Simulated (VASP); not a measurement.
# MgS (P6_3mc) in VASP: a series of runs

MgS is run at these levels: r2SCAN, PBE; tasks: single point.

Everything below comes from runs of VASP 6.6.1. Logs are shortened: lines on timing, memory, paths and dates and some standing lists are left out, and cuts for length are marked.

**1. The cell of the first run**

Symmetry: P6_3mc, No. 186, hexagonal system. The conventional cell has a = 4.108 Å, b = 4.108 Å, c = 6.581 Å, α = 90.00°, β = 90.00°, γ = 120.00°. Mg (site symmetry 3m) has 4 S at 2.50 to 2.51 Å within 3.3 Å. Within 3.3 Å of S (site symmetry 3m) lie 4 Mg at 2.50 to 2.51 Å.

**2. Single point, r2SCAN (volume changed by +6%)**

POSCAR reads:

```
MgS
1.0
    4.1076383472      0.0000000000      0.0000000000
   -2.0538191736      3.5573191583      0.0000000000
    0.0000000000      0.0000000000      6.5809816624
Mg S
2 2
Direct
    0.3333333333      0.6666666667     -0.0028727188
    0.6666666667      0.3333333333      0.4971272812
    0.3333333333      0.6666666667      0.3778727188
    0.6666666667      0.3333333333      0.8778727188
```

INCAR.step1 reads:

```
ALGO = Normal ; EDIFF = 1E-4
ENCUT = 520 ; GGA = PE
ISMEAR = 0 ; LASPH = T
LCHARG = F ; LREAL = F
LWAVE = T ; NBANDS = 16
NELM = 100 ; PREC = Accurate
SIGMA = 0.01
```

INCAR.step2 reads:

```
ALGO = Normal ; EDIFF = 1E-7
ENCUT = 520 ; ISIF = 2
ISMEAR = 0 ; ISTART = 1
LASPH = T ; LCHARG = F
LMIXTAU = T ; LREAL = F
LWAVE = F ; METAGGA = R2SCAN
NBANDS = 16 ; NELM = 100
PREC = Accurate ; SIGMA = 0.01
```

KPOINTS reads:

```
k-points
0
Gamma
  6 6 4
```

Potentials or basis: VASP PAW PBE potentials, release 64 (Mg, S).

The run is started by

```bash
$ cat potpaw_PBE.64/Mg/POTCAR potpaw_PBE.64/S/POTCAR > POTCAR
$ cp INCAR.step1 INCAR
$ mpirun -np 1 vasp_std > vasp.out
$ cp INCAR.step2 INCAR
$ mpirun -np 1 vasp_std > vasp.out
```

OUTCAR:

```text
EDIFF = 1E-7
   ENCUT = 520
   ISIF = 2
   ISMEAR = 0
   ISTART = 1
   LASPH = T
   LREAL = F
   METAGGA = R2SCAN
   NELM = 100
   PREC = Accurate

 ion  position               nearest neighbor table
   1  0.333  0.667  0.997-   4 2.50   4 2.50   4 2.50   3 2.51
   2  0.667  0.333  0.497-   3 2.50   3 2.50   3 2.50   4 2.51
   3  0.333  0.667  0.378-   2 2.50   2 2.50   2 2.50   1 2.51
   4  0.667  0.333  0.878-   1 2.50   1 2.50   1 2.50   2 2.51

  LATTYP: Found a hexagonal cell.
 ALAT       =     4.1076383472
 C/A-ratio  =     1.6021326870

  Lattice vectors:

 A1 = (   4.1076383472,   0.0000000000,   0.0000000000)
 A2 = (  -2.0538191736,   3.5573191583,   0.0000000000)
 A3 = (   0.0000000000,   0.0000000000,   6.5809816624)

Analysis of symmetry for initial positions (statically):
=====================================================================
 Subroutine PRICEL returns:
 Original cell was already a primitive cell.

 Routine SETGRP: Setting up the symmetry group for a
 hexagonal supercell.

 Subroutine GETGRP returns: Found 12 space group operations
 (whereof  6 operations were pure point group operations)
 out of a pool of 24 trial point group operations.

The static configuration has the point symmetry C_3v.
 The point group associated with its full space group is C_6v.

Analysis of symmetry for dynamics (positions and initial velocities):
=====================================================================
 Subroutine PRICEL returns:
 Original cell was already a primitive cell.

 Routine SETGRP: Setting up the symmetry group for a
 hexagonal supercell.

 Subroutine GETGRP returns: Found 12 space group operations
 (whereof  6 operations were pure point group operations)
 out of a pool of 24 trial point group operations.

The dynamic configuration has the point symmetry C_3v.
 The point group associated with its full space group is C_6v.

 Subroutine INISYM returns: Found 12 space group operations
 (whereof  6 operations are pure point group operations),
 and found     1 'primitive' translations

----------------------------------------------------------------------------------------

                                     Primitive cell

  volume of cell :      96.1625

  direct lattice vectors                    reciprocal lattice vectors
     4.107638347  0.000000000  0.000000000     0.243448891  0.140555283  0.000000000
    -2.053819174  3.557319158  0.000000000     0.000000000  0.281110565  0.000000000
     0.000000000  0.000000000  6.580981662     0.000000000  0.000000000  0.151953014

  length of vectors
     4.107638347  4.107638347  6.580981662     0.281110565  0.281110565  0.151953014

  position of ions in fractional coordinates (direct lattice)
     0.333333333  0.666666667  0.997127281
     0.666666667  0.333333333  0.497127281
     0.333333333  0.666666667  0.377872719
     0.666666667  0.333333333  0.877872719

  ion indices of the primitive-cell ions
   primitive index   ion index
                 1           1
                 2           2
                 3           3
                 4           4

----------------------------------------------------------------------------------------

 KPOINTS: k-points

Automatic generation of k-mesh.
 Grid dimensions read from file:
 generate k-points for:    6    6    4

 Generating k-lattice:

  Cartesian coordinates                     Fractional coordinates (reciprocal lattice)
     0.040574815  0.023425880  0.000000000     0.166666667  0.000000000  0.000000000
     0.000000000  0.046851761  0.000000000     0.000000000  0.166666667  0.000000000
     0.000000000  0.000000000  0.037988254     0.000000000  0.000000000  0.250000000

  Length of vectors
     0.046851761  0.046851761  0.037988254

  Shift w.r.t. Gamma in fractional coordinates (k-lattice)
     0.000000000  0.000000000  0.000000000

 Subroutine IBZKPT returns following result:
 ===========================================

 Found     21 irreducible k-points:

 Following reciprocal coordinates:
            Coordinates               Weight
  0.000000  0.000000  0.000000      1.000000
  0.166667  0.000000  0.000000      6.000000
  0.333333  0.000000  0.000000      6.000000
  0.500000 -0.000000  0.000000      3.000000
  0.166667  0.166667  0.000000      6.000000
  0.333333  0.166667  0.000000     12.000000
[... 13 lines left out ...]
  0.333333  0.166667  0.500000     12.000000
  0.333333  0.333333  0.500000      2.000000
   k-points           NKPTS =     21   k-points in BZ     NKDIM =     21   number of bands    NBANDS=     16
   number of dos      NEDOS =    301   number of ions     NIONS =      4
   total plane-waves  NPLWV =  51200
   dimension x,y,z NGX =    32 NGY =   32 NGZ =   50
   dimension x,y,z NGXF=    64 NGYF=   64 NGZF=  100
   ions per type =               2   2
   NGX,Y,Z   is equivalent  to a cutoff of  12.95, 12.95, 12.63 a.u.
   NGXF,Y,Z  is equivalent  to a cutoff of  25.90, 25.90, 25.26 a.u.
 SYSTEM =  unknown system
   PREC   = accura    normal or accurate (medium, high low for compatibility)
   ISTART =      1    job   : 0-new  1-cont  2-samecut
   ICHARG =      0    charge: 1-file 2-atom 10-const
   ISPIN  =      1    spin polarized calculation?
   LNONCOLLINEAR =      F non collinear calculations
   LSORBIT =      F    spin-orbit coupling
   LASPH  =      T    aspherical Exc in radial PAW
   ENCUT  =  520.0 eV  38.22 Ry    6.18 a.u.   7.64  7.64 12.24*2*pi/ulx,y,z
   NELM   =    100;   NELMIN=  2; NELMDL=  0     # of ELM steps
   EDIFF  = 0.1E-06   stopping-criterion for ELM
   LREAL  =      F    real-space projection
   EDIFFG = 0.1E-05   stopping-criterion for IOM
   NSW    =      0    number of steps for IOM
   IBRION =     -1    ionic relax: 0-MD 1-quasi-New 2-CG
   NFREE  =      0    steps in history (QN), initial steepest desc. (CG)
   ISIF   =      2    stress and relaxation
   ISYM   =      2    0-nonsym 1-usesym 2-fastsym
   POTIM  = 0.5000    time-step for ionic-motion
   TEBEG  =    0.0;   TEEND  =   0.0 temperature during run
   PSTRESS=    0.0 pullay stress
   NELECT =      16.0000    total number of electrons
   NUPDOWN=      -1.0000    fix difference up-down
   EMIN   =  10.00;   EMAX   =-10.00  energy-range for DOS
   EFERMI =   0.00;   METHOD = LEGACY
   ISMEAR =     0;   SIGMA  =   0.01  broadening in eV -4-tet -1-fermi 0-gaus
   EFERMI_NEDOS =   21; number of points for ismear=-14 and -15
   IALGO  =     38    algorithm
   IMIX   =      4    mixing-type and parameters
     AMIX     =   0.40;   BMIX     =  1.00
     AMIX_MAG =   1.60;   BMIX_MAG =  1.00
  volume/ion in A,a.u.               =      24.04       162.23
  Fermi-wavevector in a.u.,A,eV,Ry     =   0.900422  1.701551 11.031064  0.810760
  Thomas-Fermi vector in A             =   2.023378
   LORBIT       =      0    0 simple, 1 ext, 2 COOP (PROOUT), +10 PAW based schemes
   METAGGA = R2SCAN    functional components
   LHFCALC =     F    Hartree Fock is set to
   AEXX    =    0.0000 exact exchange contribution
   IVDW    =     0    specifies the selected vdW correction
   LEPSILON=     F    determine dielectric tensor
   LRPA    =     F    only Hartree local field effects (RPA)
 non-spin polarized calculation
 Gauss-broadening in eV      SIGMA  =   0.01
  energy-cutoff  :      520.00
  volume of cell :       96.16
 maximum number of plane-waves:      2623
 NGX is ok and might be reduce to    32
   NGX = 15   NGY = 15   NGZ = 25

 number of electron      16.0000000 magnetization

 Free energy of the ion-electron system (eV)
  ---------------------------------------------------
  ext. energy  EPLUGINS =         0.00000000
  ---------------------------------------------------
  free energy    TOTEN  =       -30.87221902 eV

  energy without entropy =      -30.87221902  energy(sigma->0) =      -30.87221902

 E-fermi :   0.6028     XC(G=0):  -8.5400

 val. band max:        0.5140191642   @ k =   0.0000   0.0000   0.0000
 cond. band min:       4.3464479637   @ k =   0.0000   0.0000   0.0000
 fundamental gap:      3.8324287995
 Fermi energy:         0.6027639868

 k-point     1 :       0.0000    0.0000    0.0000
  band No.  band energies     occupation
      1     -11.1396      2.00000
      2     -10.4897      2.00000
      3      -2.5111      2.00000
      4       0.0121      2.00000
      5       0.0121      2.00000
      6       0.4047      2.00000
[... 8 lines left out ...]
     15       9.5453      0.00000
     16       9.9693      0.00000

 k-point     2 :       0.1667    0.0000    0.0000
  band No.  band energies     occupation
      1     -11.0181      2.00000
      2     -10.4318      2.00000
      3      -2.3070      2.00000
      4      -0.6913      2.00000
      5      -0.3231      2.00000
      6      -0.1807      2.00000
[... 8 lines left out ...]
     15       9.6319      0.00000
     16       9.7934      0.00000

 k-point     3 :       0.3333    0.0000    0.0000
  band No.  band energies     occupation
      1     -10.7324      2.00000
      2     -10.3351      2.00000
      3      -1.9092      2.00000
      4      -1.6595      2.00000
      5      -1.3192      2.00000
      6      -0.4913      2.00000
[... 8 lines left out ...]
     15       9.6140      0.00000
     16      11.2090      0.00000

 k-point     4 :       0.5000   -0.0000    0.0000
  band No.  band energies     occupation
      1     -10.5389      2.00000
      2     -10.3238      2.00000
      3      -2.2957      2.00000
      4      -1.7650      2.00000
      5      -1.2351      2.00000
      6      -0.6249      2.00000
[... 8 lines left out ...]
     15      10.0553      0.00000
     16      12.1318      0.00000

 k-point     5 :       0.1667    0.1667    0.0000
  band No.  band energies     occupation
      1     -10.8124      2.00000
      2     -10.3544      2.00000
      3      -1.9439      2.00000
      4      -1.2710      2.00000
      5      -1.2616      2.00000
      6      -0.4468      2.00000
[... 8 lines left out ...]
     15       9.9343      0.00000
     16      10.2407      0.00000

 k-point     6 :       0.3333    0.1667    0.0000
  band No.  band energies     occupation
      1     -10.5471      2.00000
      2     -10.3175      2.00000
      3      -2.0360      2.00000
      4      -1.6490      2.00000
      5      -1.2593      2.00000
      6      -0.9585      2.00000
[... 8 lines left out ...]
     15       9.9024      0.00000
     16      11.3251      0.00000
[... 210 lines left out ...]
 k-point    18 :       0.5000   -0.0000    0.5000
  band No.  band energies     occupation
      1     -10.4294      2.00000
      2     -10.4294      2.00000
      3      -2.3912      2.00000
      4      -2.3912      2.00000
      5      -0.2944      2.00000
      6      -0.2944      2.00000
[... 8 lines left out ...]
     15      10.3182      0.00000
     16      10.3182      0.00000

 k-point    19 :       0.1667    0.1667    0.5000
  band No.  band energies     occupation
      1     -10.5925      2.00000
      2     -10.5925      2.00000
      3      -1.7760      2.00000
      4      -1.7760      2.00000
      5      -0.4257      2.00000
      6      -0.4257      2.00000
[... 8 lines left out ...]
     15       9.9177      0.00000
     16       9.9177      0.00000

 k-point    20 :       0.3333    0.1667    0.5000
  band No.  band energies     occupation
      1     -10.4309      2.00000
      2     -10.4309      2.00000
      3      -2.1994      2.00000
      4      -2.1994      2.00000
      5      -0.8025      2.00000
      6      -0.8025      2.00000
[... 8 lines left out ...]
     15      10.3911      0.00000
     16      10.3911      0.00000

 k-point    21 :       0.3333    0.3333    0.5000
  band No.  band energies     occupation
      1     -10.3755      2.00000
      2     -10.3755      2.00000
      3      -2.0876      2.00000
      4      -2.0876      2.00000
      5      -1.3257      2.00000
      6      -1.3257      2.00000
[... 8 lines left out ...]
     15      10.3677      0.00000
     16      10.3677      0.00000

------------------------ aborting loop because EDIFF is reached ----------------------------------------

  FORCE on cell =-STRESS in cart. coord.  units (eV):
  Direction    XX          YY          ZZ          XY          YZ          ZX
  --------------------------------------------------------------------------------------
  -------------------------------------------------------------------------------------
  Total       -2.0496454     -2.0496454     -1.9701244      0.0000000     -0.0000000      0.0000000
  in kB      -34.1494406    -34.1494406    -32.8245306      0.0000000     -0.0000000      0.0000000
  external PRESSURE =     -33.7078040 kB  Pullay stress =       0.0000000 kB

 VOLUME and BASIS-vectors are now :
 -----------------------------------------------------------------------------
  energy-cutoff  :      520.00
  volume of cell :       96.16
      direct lattice vectors                 reciprocal lattice vectors
     4.107638347  0.000000000  0.000000000     0.243448891  0.140555283  0.000000000
    -2.053819174  3.557319158  0.000000000     0.000000000  0.281110565  0.000000000
     0.000000000  0.000000000  6.580981662     0.000000000  0.000000000  0.151953014

 POSITION                                       TOTAL-FORCE (eV/Angst)
 -----------------------------------------------------------------------------------
     -0.00000      2.37155      6.56208        -0.000000     -0.000000      0.010594
      2.05382      1.18577      3.27159         0.000000      0.000000      0.010594
     -0.00000      2.37155      2.48677        -0.000000      0.000000     -0.010594
      2.05382      1.18577      5.77726        -0.000000      0.000000     -0.010594
 -----------------------------------------------------------------------------------
    total drift:                               -0.000000      0.000000     -0.005375

  FREE ENERGIE OF THE ION-ELECTRON SYSTEM (eV)
  ---------------------------------------------------
  free  energy   TOTEN  =       -30.8722190150 eV

  energy  without entropy=      -30.8722190150  energy(sigma->0) =      -30.87221902
```

Run time: 67 s. Hardware: 1 thread of Intel Xeon 6975P-C (Granite Rapids), shared host; peak memory 0.23 GiB.

Results:

```yaml
Free_energy: -30.8722 eV
Pressure: -3.4 GPa
Largest_force: 0.011 eV/Å
Band_gap_on_the_k_mesh: 3.83 eV, direct
```

Forces in eV/Å, atoms in the order of the input:
```
Mg   0.000  0.000  0.011
Mg   0.000  0.000  0.011
S    0.000  0.000 -0.011
S    0.000  0.000 -0.011
```

Caveat: the cell differs from its parent crystal (volume changed by +6%); the PAW data sets were made with another functional, which shifts forces and pressure a little.

**3. Single point, PBE**

This run uses another cell than the first one, of 22.68 Å³/atom, 0.943 times its volume.

INCAR reads:

```
SYSTEM = MgS
PREC = Accurate
ENCUT = 520
EDIFF = 1E-6
ISMEAR = 0
SIGMA = 0.01
LREAL = .False.
LASPH = .True.
NELM = 80
ALGO = Normal
ISIF = 2
LWAVE = .False.
LCHARG = .False.
GGA = PE
NBANDS = 16
```

KPOINTS reads:

```
Automatic mesh
0
Gamma
  12 12 4
  0 0 0
```

POSCAR reads:

```
MgS
1.0
    4.0286256282      0.0000000000      0.0000000000
   -2.0143128141      3.4888921364      0.0000000000
    0.0000000000      0.0000000000      6.4543928025
Mg S
2 2
Direct
    0.3333333333      0.6666666667     -0.0028727188
    0.6666666667      0.3333333333      0.4971272812
    0.3333333333      0.6666666667      0.3778727188
    0.6666666667      0.3333333333      0.8778727188
```

Potentials or basis: VASP PAW PBE potentials, release 64 (Mg, S).

The run is started by

```bash
$ cat potpaw_PBE.64/Mg/POTCAR potpaw_PBE.64/S/POTCAR > POTCAR
$ mpirun -np 1 vasp_std > vasp.out
```

Run time: 33 s. Hardware: 1 thread of Intel Xeon 6975P-C (Granite Rapids), shared host; peak memory 0.23 GiB.

Results (log left out):

```
Free energy            : -16.9764 eV
Pressure               : 0.9 GPa
Largest force          : 0.004 eV/Å
Band gap on the k mesh : 3.47 eV, direct
```

Forces on the atoms (eV/Å):
```
Mg   0.000  0.000 -0.004
Mg   0.000  0.000 -0.004
S    0.000  0.000  0.004
S    0.000  0.000  0.004
```

Levels at points of the mesh, in eV from the valence-band top:
```tsv
k point	band 4	band 5	band 6	band 7	band 8	band 9	band 10	band 11	band 12	band 13
(0.00, 0.00, 0.00)	-0.52	-0.52	-0.11	-0.11	0.00	3.47	4.73	7.54	7.54	8.20
(0.50, 0.00, 0.00)	-2.41	-1.86	-1.19	-0.91	-0.43	4.77	5.22	5.82	7.52	8.32
(0.00, 0.00, 0.50)	-1.90	-0.32	-0.32	-0.32	-0.32	4.95	4.95	7.62	7.62	7.68
(0.50, 0.00, 0.50)	-3.07	-0.85	-0.85	-0.79	-0.79	4.67	4.67	6.32	6.32	9.24
```

A k mesh can miss the band edges. PBE gaps usually lie below the measured ones, often by a third to a half.

**4. Single point, r2SCAN**

This run uses another cell than the first one, of 22.68 Å³/atom, 0.943 times its volume.

POSCAR is that of step 3.

INCAR.step1 reads:

```
ALGO = Normal
EDIFF = 1E-4
ENCUT = 520
GGA = PE
ISMEAR = 0
LASPH = True
LCHARG = False
LREAL = False
LWAVE = True
NBANDS = 16
NELM = 100
PREC = Accurate
SIGMA = 0.01
```

INCAR.step2 reads:

```
ALGO = Normal
EDIFF = 1E-7
ENCUT = 520
ISIF = 2
ISMEAR = 0
ISTART = 1
LASPH = True
LCHARG = False
LMIXTAU = True
LREAL = False
LWAVE = False
METAGGA = R2SCAN
NBANDS = 16
NELM = 100
PREC = Accurate
SIGMA = 0.01
```

KPOINTS reads:

```
k-points
0
Gamma
  12 12 4
```

The run is started by

```bash
$ cat potpaw_PBE.64/Mg/POTCAR potpaw_PBE.64/S/POTCAR > POTCAR
$ cp INCAR.step1 INCAR
$ mpirun -np 1 vasp_std > vasp.out
$ cp INCAR.step2 INCAR
$ mpirun -np 1 vasp_std > vasp.out
```

It took 2.7 min on 1 thread of Intel Xeon 6975P-C (Granite Rapids), shared host; peak memory 0.25 GiB.

It converged, with:

* Free energy: -30.9361 eV
* Pressure: -0.3 GPa
* Band gap on the k mesh: 4.13 eV, direct

Forces on the atoms (eV/Å):
```
Mg   0.000  0.000  0.003
Mg   0.000  0.000  0.003
S    0.000  0.000 -0.003
S    0.000  0.000 -0.003
```

Levels at points of the mesh, in eV from the valence-band top:
```csv
k point,band 6,band 7,band 8,band 9,band 10,band 11
"(0.00, 0.00, 0.00)",-0.12,-0.12,0.00,4.13,5.41,8.14
"(0.50, 0.00, 0.00)",-1.22,-0.92,-0.44,5.30,5.70,6.46
"(0.00, 0.00, 0.50)",-0.33,-0.33,-0.33,5.61,5.61,8.28
"(0.50, 0.00, 0.50)",-0.86,-0.80,-0.80,5.19,5.19,6.93
```

Caveat: the PAW data sets were made with another functional, which shifts forces and pressure a little. r2SCAN opens gaps a little over a GGA but as a rule still falls short of measured ones.

**5. Overview**

| level | cell | k mesh | gap on the mesh (eV) | pressure (GPa) |
| --- | --- | --- | --- | --- |
| r2SCAN | a = 4.108, b = 4.108, c = 6.581 Å, angles 90.0, 90.0, 120.0°, 4 atoms | 6 × 6 × 4 | 3.83 | -3.4 |
| PBE | a = 4.029, b = 4.029, c = 6.454 Å, angles 90.0, 90.0, 120.0°, 4 atoms | 12 × 12 × 4 | 3.47 | 0.9 |
| r2SCAN | a = 4.029, b = 4.029, c = 6.454 Å, angles 90.0, 90.0, 120.0°, 4 atoms | 12 × 12 × 4 | 4.13 | -0.3 |

Alike in all rows: task single point; potentials or basis VASP PAW PBE potentials, release 64 (Mg, S); no spin polarisation; cutoff (eV) 520; smearing gaussian 0.01 eV.

Caveats: the PAW data sets were made with another functional, which shifts forces and pressure a little (some runs).

Absolute energies hang on the potentials; compare differences alone.
